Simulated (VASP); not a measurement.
# Cd3Se2S (P1) in VASP: single point with PBE

Aim: the single point of Cd3Se2S with PBE.

Everything below comes from runs of VASP 6.6.1. Logs are shortened: lines on timing, memory, paths and dates and some standing lists are left out, and cuts for length are marked.

## 1. The cell of the first run

The typed cell holds 12 atoms: a = 4.319 Å, b = 4.320 Å, c = 21.160 Å, α = 90.00°, β = 90.01°, γ = 120.07°.

## 2. Single point, PBE

Contents of INCAR:

```
PREC = Accurate ; ENCUT = 520
EDIFF = 1E-6 ; ISMEAR = 0
SIGMA = 0.1 ; LREAL = F
LASPH = T ; NELM = 60
ALGO = Normal ; ISIF = 2
LWAVE = F ; LCHARG = T
GGA = PE ; LELF = T
LVHAR = T ; NBANDS = 66
```

Contents of KPOINTS:

```
regular mesh
0
Gamma
  6 6 1
```

Contents of POSCAR:

```
Cd3Se2S
1.0
    4.3188365513     -0.0031717549     -0.0005011543
   -2.1621239104      3.7404058770      0.0001331465
   -0.0021204492     -0.0005425051     21.1597010641
Cd Se S
6 4 2
Direct
   -0.0006074045     -0.0016437462      0.1735502604
   -0.0000870104     -0.0000398986      0.5024126169
    0.0021535321      0.0008142740      0.8311892793
    0.6649496467      0.3327520002      0.3309355569
    0.6671075764      0.3344539246      0.6598688881
    0.6664195460      0.3338054262      0.0023337528
   -0.0003455305      0.0004050392      0.9580627429
    0.6664183970      0.3320104067      0.1292181059
    0.6667989175      0.3330883310      0.4581156318
    0.6688383749      0.3341177000      0.7869854319
   -0.0018264429     -0.0007235804      0.2950423178
    0.0001803978      0.0009601232      0.6240044153
```

Potentials or basis: VASP PAW PBE potentials, release 64 (Cd, Se, S).

On the command line:

```
$ cat potpaw_PBE.64/Cd/POTCAR potpaw_PBE.64/Se/POTCAR potpaw_PBE.64/S/POTCAR > POTCAR
$ mpirun -np 1 vasp_std > vasp.out
```

OUTCAR:

```text
PREC = Accurate
   ENCUT = 520
   EDIFF = 1E-6
   ISMEAR = 0
   LREAL = F
   LASPH = T
   NELM = 60
   ISIF = 2
   GGA = PE

 ion  position               nearest neighbor table
   1  0.999  0.998  0.174-  11 2.57   8 2.66   8 2.66   8 2.67
   2  1.000  1.000  0.502-  12 2.57   9 2.66   9 2.66   9 2.66
   3  0.002  0.001  0.831-  10 2.66  10 2.66  10 2.66   7 2.68
   4  0.665  0.333  0.331-  11 2.61  11 2.61  11 2.61   9 2.69
   5  0.667  0.334  0.660-  12 2.60  12 2.61  12 2.61  10 2.69
   6  0.666  0.334  0.002-   7 2.66   7 2.66   7 2.66   8 2.68
   7  1.000  0.000  0.958-   6 2.66   6 2.66   6 2.66   3 2.68
   8  0.666  0.332  0.129-   1 2.66   1 2.66   1 2.67   6 2.68
   9  0.667  0.333  0.458-   2 2.66   2 2.66   2 2.66   4 2.69
  10  0.669  0.334  0.787-   3 2.66   3 2.66   3 2.66   5 2.69
  11  0.998  0.999  0.295-   1 2.57   4 2.61   4 2.61   4 2.61
  12  0.000  0.001  0.624-   2 2.57   5 2.60   5 2.61   5 2.61

  LATTYP: Found a triclinic cell.
 ALAT       =     4.3188377450
 B/A-ratio  =     0.9990873388
 C/A-ratio  =     4.8993971125
 COS(alpha) =     0.0001575827
 COS(beta)  =     0.0002162320
 COS(gamma) =     0.4991933543

  Lattice vectors:

 A1 = (  -4.3188365513,   0.0031717549,   0.0005011543)
 A2 = (  -2.1567126409,  -3.7372341221,   0.0003680078)
 A3 = (  -0.0021204492,  -0.0005425051,  21.1597010641)

Analysis of symmetry for initial positions (statically):
=====================================================================
 Subroutine PRICEL returns:
 Original cell was already a primitive cell.

 Routine SETGRP: Setting up the symmetry group for a
 triclinic supercell.

 Subroutine GETGRP returns: Found  1 space group operations
 (whereof  1 operations were pure point group operations)
 out of a pool of  2 trial point group operations.

The static configuration has the point symmetry C_1 .

Analysis of symmetry for dynamics (positions and initial velocities):
=====================================================================
 Subroutine PRICEL returns:
 Original cell was already a primitive cell.

 Routine SETGRP: Setting up the symmetry group for a
 triclinic supercell.

 Subroutine GETGRP returns: Found  1 space group operations
 (whereof  1 operations were pure point group operations)
 out of a pool of  2 trial point group operations.
[... 123 lines left out ...]
   ISYM   =      2    0-nonsym 1-usesym 2-fastsym
   POTIM  = 0.5000    time-step for ionic-motion
   TEBEG  =    0.0;   TEEND  =   0.0 temperature during run
   PSTRESS=    0.0 pullay stress
   NELECT =     108.0000    total number of electrons
   NUPDOWN=      -1.0000    fix difference up-down
   EMIN   =  10.00;   EMAX   =-10.00  energy-range for DOS
   EFERMI =   0.00;   METHOD = LEGACY
   ISMEAR =     0;   SIGMA  =   0.10  broadening in eV -4-tet -1-fermi 0-gaus
   EFERMI_NEDOS =   21; number of points for ismear=-14 and -15
   IALGO  =     38    algorithm
   IMIX   =      4    mixing-type and parameters
     AMIX     =   0.40;   BMIX     =  1.00
     AMIX_MAG =   1.60;   BMIX_MAG =  1.00
  volume/ion in A,a.u.               =      28.47       192.14
  Fermi-wavevector in a.u.,A,eV,Ry     =   1.115182  2.107389 16.920635  1.243632
  Thomas-Fermi vector in A             =   2.251785
   LORBIT       =      0    0 simple, 1 ext, 2 COOP (PROOUT), +10 PAW based schemes
   GGA     = PE    functional components
   LHFCALC =     F    Hartree Fock is set to
   AEXX    =    0.0000 exact exchange contribution
   IVDW    =     0    specifies the selected vdW correction
   LEPSILON=     F    determine dielectric tensor
   LRPA    =     F    only Hartree local field effects (RPA)
 non-spin polarized calculation
 Gauss-broadening in eV      SIGMA  =   0.10
  energy-cutoff  :      520.00
  volume of cell :      341.67
 maximum number of plane-waves:      9234
   NGX = 17   NGY = 17   NGZ = 79

 number of electron     108.0000015 magnetization

 Free energy of the ion-electron system (eV)
  ---------------------------------------------------
  ext. energy  EPLUGINS =         0.00000000
  ---------------------------------------------------
  free energy    TOTEN  =       -34.19027442 eV

  energy without entropy =      -34.19027379  energy(sigma->0) =      -34.19027410

 E-fermi :   1.0562     XC(G=0):  -8.7240

 val. band max:        0.7548608971   @ k =   0.0000   0.0000   0.0000
 cond. band min:       1.3482604328   @ k =   0.0000   0.0000   0.0000
 fundamental gap:      0.5933995356
 Fermi energy:         1.0562043035

 k-point     1 :       0.0000    0.0000    0.0000
  band No.  band energies     occupation
      1     -11.5904      2.00000
      2     -11.5041      2.00000
      3     -11.4912      2.00000
      4     -11.3387      2.00000
      5     -11.3007      2.00000
      6     -11.2224      2.00000
[... 1369 lines left out ...]
     65       5.9697      0.00000
     66       6.6519      0.00000

------------------------ aborting loop because EDIFF is reached ----------------------------------------

  FORCE on cell =-STRESS in cart. coord.  units (eV):
  Direction    XX          YY          ZZ          XY          YZ          ZX
  --------------------------------------------------------------------------------------
  -------------------------------------------------------------------------------------
  Total        0.6001432      0.6520364      0.5061705      0.0557253     -0.0005727      0.0115954
  in kB        2.8141992      3.0575374      2.3735413      0.2613076     -0.0026854      0.0543734
  external PRESSURE =       2.7484260 kB  Pullay stress =       0.0000000 kB

 VOLUME and BASIS-vectors are now :
 -----------------------------------------------------------------------------
  energy-cutoff  :      520.00
  volume of cell :      341.67
      direct lattice vectors                 reciprocal lattice vectors
     4.318836551 -0.003171755 -0.000501154     0.231642179  0.133899664  0.000026646
    -2.162123910  3.740405877  0.000133147     0.000196427  0.267464209  0.000006877
    -0.002120449 -0.000542505 21.159701064     0.000005485  0.000001488  0.047259647

 POSITION                                       TOTAL-FORCE (eV/Angst)
 -----------------------------------------------------------------------------------
      2.15728      3.73099      3.67190        -0.002790      0.007234     -0.001417
      2.15536      3.73681     10.63053         0.000560     -0.000843      0.005642
      0.00578      0.00259     17.58772        -0.005743      0.000915      0.003874
      2.15166      1.24234      7.00221         0.004491     -0.002901      0.010293
      2.15660      1.24852     13.96234         0.002574     -0.003000      0.003372
      2.15642      1.24645      0.04909         0.005632     -0.002987      0.006680
      4.31444     -0.00218     20.27182        -0.004343      0.002474     -0.003673
      2.16003      1.23967      2.73393         0.001498     -0.005085     -0.010971
      2.15865      1.24352      9.69330        -0.000802      0.001161     -0.012169
      2.16453      1.24719     16.65209         0.002648     -0.002127     -0.003784
      2.14976      3.73437      6.24264        -0.001923      0.003244      0.007939
     -0.00262      0.00325     13.20375        -0.001802      0.001916     -0.005785
 -----------------------------------------------------------------------------------
    total drift:                               -0.000811      0.000248     -0.000173

  FREE ENERGIE OF THE ION-ELECTRON SYSTEM (eV)
  ---------------------------------------------------
  free  energy   TOTEN  =       -34.1902744175 eV

  energy  without entropy=      -34.1902737879  energy(sigma->0) =      -34.19027410
```

OSZICAR:

```text
N       E                     dE             d eps       ncg     rms          rms(c)
DAV:   1     0.766782045897E+03    0.76678E+03   -0.51003E+04  2640   0.148E+03
DAV:   2     0.164956615200E+02   -0.75029E+03   -0.72691E+03  2922   0.361E+02
DAV:   3    -0.359301757886E+02   -0.52426E+02   -0.51979E+02  2996   0.908E+01
DAV:   4    -0.368461187062E+02   -0.91594E+00   -0.91335E+00  3000   0.110E+01
DAV:   5    -0.368603981635E+02   -0.14279E-01   -0.14275E-01  3070   0.129E+00    0.150E+01
DAV:   6    -0.342642181031E+02    0.25962E+01   -0.57708E+00  3074   0.138E+01    0.119E+01
DAV:   7    -0.342238810959E+02    0.40337E-01   -0.24927E+00  2884   0.511E+00    0.419E+00
DAV:   8    -0.341881016051E+02    0.35779E-01   -0.34742E-01  2920   0.347E+00    0.963E-01
DAV:   9    -0.341893351092E+02   -0.12335E-02   -0.47784E-02  2848   0.145E+00    0.295E-01
DAV:  10    -0.341896786863E+02   -0.34358E-03   -0.41584E-03  2844   0.419E-01    0.152E-01
DAV:  11    -0.341900585866E+02   -0.37990E-03   -0.52110E-04  2850   0.921E-02    0.605E-02
DAV:  12    -0.341902513154E+02   -0.19273E-03   -0.26006E-04  2734   0.701E-02    0.161E-02
DAV:  13    -0.341902646273E+02   -0.13312E-04   -0.27973E-05  3128   0.322E-02    0.114E-02
DAV:  14    -0.341902734446E+02   -0.88173E-05   -0.11851E-05  2404   0.126E-02    0.470E-03
DAV:  15    -0.341902744175E+02   -0.97290E-06   -0.11303E-06  2200   0.588E-03
   1 F= -.34190274E+02 E0= -.34190274E+02  d E =-.629654E-06
```

Wall time 16 min (1 thread of Intel Xeon 8259CL, shared host); peak memory 0.62 GiB.

What came out:

```yaml
Free_energy: -34.1903 eV
Pressure: 0.3 GPa
Largest_force: 0.012 eV/Å
Band_gap_on_the_k_mesh: 0.59 eV
```

Forces in eV/Å, atoms in the order of the input:
```
Cd  -0.003  0.007 -0.001
Cd   0.001 -0.001  0.006
Cd  -0.006  0.001  0.004
Cd   0.004 -0.003  0.010
Cd   0.003 -0.003  0.003
Cd   0.006 -0.003  0.007
Se  -0.004  0.002 -0.004
Se   0.001 -0.005 -0.011
Se  -0.001  0.001 -0.012
Se   0.003 -0.002 -0.004
S   -0.002  0.003  0.008
S   -0.002  0.002 -0.006
```

Caveat: semilocal functionals underestimate gaps, and a narrow one can read as zero.
